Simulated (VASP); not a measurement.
# C (P6_3/mmc) in VASP: a series of runs, part 2 of 2

VASP 6.6.1. Earlier steps stand in the parts before.

### Step 3. Relaxation of cell and atoms, PBE, target pressure 21 GPa, at which the enthalpy is minimised

This run uses another cell than the first one: it holds 2 atoms, not 4.

Input file INCAR:

```
PREC = Accurate
ENCUT = 600
EDIFF = 1E-7
ISMEAR = -1
SIGMA = 0.1
LREAL = False
LASPH = True
NELM = 60
ALGO = Normal
ISIF = 3
LWAVE = False
LCHARG = False
GGA = PE
IBRION = 2
NSW = 60
EDIFFG = -0.005
PSTRESS = 210.0
```

Input file KPOINTS:

```
regular mesh
0
Gamma
  22 22 12
```

Input file POSCAR:

```
C
1.0
    2.1027196296      0.0000000000      0.0000000000
   -1.0513598148      1.8210086163      0.0000000000
    0.0000000000      0.0000000000      3.4064058000
C
2
Direct
    0.3333333333      0.6666666667      0.2500000000
    0.6666666667      0.3333333333      0.7500000000
```

Potentials or basis: VASP PAW PBE potentials, release 64 (C).

Command:

```sh
$ cat potpaw_PBE.64/C/POTCAR > POTCAR
$ mpirun -np 1 vasp_std > vasp.out
```

OUTCAR:

```text
PREC = Accurate
   ENCUT = 600
   EDIFF = 1E-7
   ISMEAR = -1
   LREAL = False
   LASPH = True
   NELM = 60
   ISIF = 3
   GGA = PE
   IBRION = 2
   NSW = 60
   EDIFFG = -0.005
   PSTRESS = 210.0

 ion  position               nearest neighbor table
   1  0.333  0.667  0.250-
   2  0.667  0.333  0.750-

  LATTYP: Found a hexagonal cell.
 ALAT       =     2.1027196296
 C/A-ratio  =     1.6200000000

  Lattice vectors:

 A1 = (   2.1027196296,   0.0000000000,   0.0000000000)
 A2 = (  -1.0513598148,   1.8210086163,   0.0000000000)
 A3 = (   0.0000000000,   0.0000000000,   3.4064058000)

Analysis of symmetry for initial positions (statically):
=====================================================================
 Subroutine PRICEL returns:
 Original cell was already a primitive cell.

 Routine SETGRP: Setting up the symmetry group for a
 hexagonal supercell.

 Subroutine GETGRP returns: Found 24 space group operations
 (whereof 12 operations were pure point group operations)
 out of a pool of 24 trial point group operations.

The static configuration has the point symmetry D_3d.
 The point group associated with its full space group is D_6h.

Analysis of symmetry for dynamics (positions and initial velocities):
=====================================================================
 Subroutine PRICEL returns:
 Original cell was already a primitive cell.

 Routine SETGRP: Setting up the symmetry group for a
 hexagonal supercell.

 Subroutine GETGRP returns: Found 24 space group operations
 (whereof 12 operations were pure point group operations)
 out of a pool of 24 trial point group operations.

The dynamic configuration has the point symmetry D_3d.
 The point group associated with its full space group is D_6h.

 Subroutine INISYM returns: Found 24 space group operations
 (whereof 12 operations are pure point group operations),
 and found     1 'primitive' translations

----------------------------------------------------------------------------------------

                                     Primitive cell

  volume of cell :      13.0434

  direct lattice vectors                    reciprocal lattice vectors
[... 130 lines left out ...]
 Free energy of the ion-electron system (eV)
  ---------------------------------------------------
  ext. energy  EPLUGINS =         0.00000000
  ---------------------------------------------------
  free energy    TOTEN  =        -9.44852029 eV

  energy without entropy =       -9.42784623  energy(sigma->0) =       -9.43818326

------------------------ aborting loop because EDIFF is reached ----------------------------------------

  FORCE on cell =-STRESS in cart. coord.  units (eV):
  Direction    XX          YY          ZZ          XY          YZ          ZX
  --------------------------------------------------------------------------------------
  -------------------------------------------------------------------------------------
  Total        0.9251648      0.9251648      0.7778285      0.0000000      0.0000000      0.0000000
  in kB      113.6422831    113.6422831     95.5442756      0.0000000      0.0000000      0.0000000
  external PRESSURE =    -102.3903861 kB  Pullay stress =     210.0000000 kB
[... 97 lines left out ...]
  energy  without entropy=       -9.3653168576  energy(sigma->0) =       -9.37524725

  enthalpy is  TOTEN    =        -7.7604593313 eV   P V=        1.6247183150

 E-fermi :   9.9238     XC(G=0): -13.5335

 val. band max:        9.9084329509   @ k =   0.1364   0.1364   0.0833
 cond. band min:       9.9416904547   @ k =   0.2727   0.1818   0.5000
 fundamental gap:      0.0332575038
 Fermi energy:         9.9237639127

 k-point     1 :       0.0000    0.0000    0.0000
  band No.  band energies     occupation
      1     -11.1281      2.00000
      2       0.3845      2.00000
      3       2.5651      2.00000
      4      15.6094      0.00000
      5      15.6094      0.00000
      6      18.5235      0.00000
      7      18.5235      0.00000
      8      21.0041      0.00000
[... 243 lines left out ...]
 k-point    24 :       0.1364    0.0909    0.0000
  band No.  band energies     occupation
      1      -9.6832      2.00000
      2       1.8439      2.00000
      3       3.7137      2.00000
      4      10.9834      0.00005
      5      12.5469      0.00000
      6      17.3515      0.00000
      7      18.1716      0.00000
      8      19.1909      0.00000

 [... further k-points ...]

[... ionic steps 4 to 18 ...]

--------------------------------------- Ionic step       19  -------------------------------------------

 number of electron       8.0000000 magnetization

------------------------ aborting loop because EDIFF is reached ----------------------------------------
[... 71 lines left out ...]
--------------------------------------- Ionic step       21  -------------------------------------------

 number of electron       8.0000000 magnetization

 Free energy of the ion-electron system (eV)
  ---------------------------------------------------
  ext. energy  EPLUGINS =         0.00000000
  ---------------------------------------------------
  free energy    TOTEN  =       -11.88831395 eV

  energy without entropy =      -11.87102143  energy(sigma->0) =      -11.87966769

 E-fermi :  10.4854     XC(G=0): -13.7318

 val. band max:       10.4786003589   @ k =   0.0909   0.0000   0.2500
 cond. band min:      10.4974479847   @ k =   0.3636   0.2273   0.4167
 fundamental gap:      0.0188476258
 Fermi energy:        10.4854059893

 k-point     1 :       0.0000    0.0000    0.0000
  band No.  band energies     occupation
      1     -11.3996      2.00000
      2       8.5126      2.00000
      3       9.5393      1.99984
      4       9.5393      1.99984
      5      16.7667      0.00000
      6      16.7667      0.00000
      7      16.8360      0.00000
      8      23.8353      0.00000
[... 286 lines left out ...]
  energy  without entropy=      -11.8710214340  energy(sigma->0) =      -11.87966769

  enthalpy is  TOTEN    =       -10.4027829497 eV   P V=        1.4855310036

 reached required accuracy - stopping structural energy minimisation
```

CONTCAR:

```text
C
   1.00000000000000
     2.4326646706653978    0.0000000000000000    0.0000000000000002
    -1.2163323353326989    2.1067494040140957    0.0000000000000004
     0.0000000000000000   -0.0000000000000004    2.2114538469851008
  C
     2
Direct
     0.3333333332999970    0.6666666667000030    0.2500000000000000
     0.6666666667000030    0.3333333332999970    0.7500000000000000

  0.00000000E+00  0.00000000E+00  0.00000000E+00
  0.00000000E+00  0.00000000E+00  0.00000000E+00
```

It took 4.8 min on 1 thread of AMD EPYC 7R43 (Zen 3), shared host; peak memory 0.12 GiB.

What came out:

```
Free energy                                            : -11.8883 eV
Relaxed volume                                         : 5.67 Å³/atom
Relaxed cell                                           : a = 2.433 Å, b = 2.433 Å, c = 2.211 Å, α = 90.00°, β = 90.00°, γ = 120.00°
Space group after relaxing (to 0.05 Å)                 : P6_3/mmc (No. 194)
Energy change on relaxing (the enthalpy is what falls) : -1219.9 meV/atom
Ionic steps                                            : 21
Pressure after relaxing                                : 21.1 GPa
Band gap on the k mesh                                 : zero (band 4 reaches 14.50 eV, above the bottom of band 5 at 5.41 eV)
```

Step by step:
```
step  energy change (eV)  largest force (eV/Å)  pressure (GPa)  volume (Å³)
   1              0.0000                0.0000           10.76        13.04
   2              0.0804                0.0000           23.37        12.27
   3              0.0633                0.0000           21.12        12.40
   4              0.0630                0.0000           21.15        12.39
   5              0.0625                0.0000           21.16        12.38
   6              0.0607                0.0000           21.06        12.36
   7              0.0255                0.0000           22.69        12.29
   8             -0.2969                0.0000           21.50        12.10
   9             -2.1479                0.0000           15.40        11.40
  10              2.1478                0.0000          246.21         8.64
  11             -1.5126                0.0000           80.75        10.17
  12             -2.3726                0.0000           32.03        10.99
  13             -2.3639                0.0000           36.15        10.91
  14             -2.3972                0.0000           30.11        11.07
  15             -2.4430                0.0000           20.11        11.36
  16             -2.4396                0.0000           20.98        11.33
  17             -2.4385                0.0000           21.26        11.32
  18             -2.4387                0.0000           21.25        11.33
  19             -2.4391                0.0000           21.25        11.33
  20             -2.4391                0.0000           21.26        11.33
  21             -2.4398                0.0000           21.08        11.33
```

Final structure:
```yaml
crystal:
  lattice:
    - [2.43266, 0.00000, 0.00000]
    - [-1.21633, 2.10675, 0.00000]
    - [0.00000, 0.00000, 2.21145]
  atoms:
    - { symbol: C, position: [0.33333, 0.66667, 0.25000] }
    - { symbol: C, position: [0.66667, 0.33333, 0.75000] }
```

Caveat: the cell is relaxed towards a set pressure, so the enthalpy falls and the energy may rise.
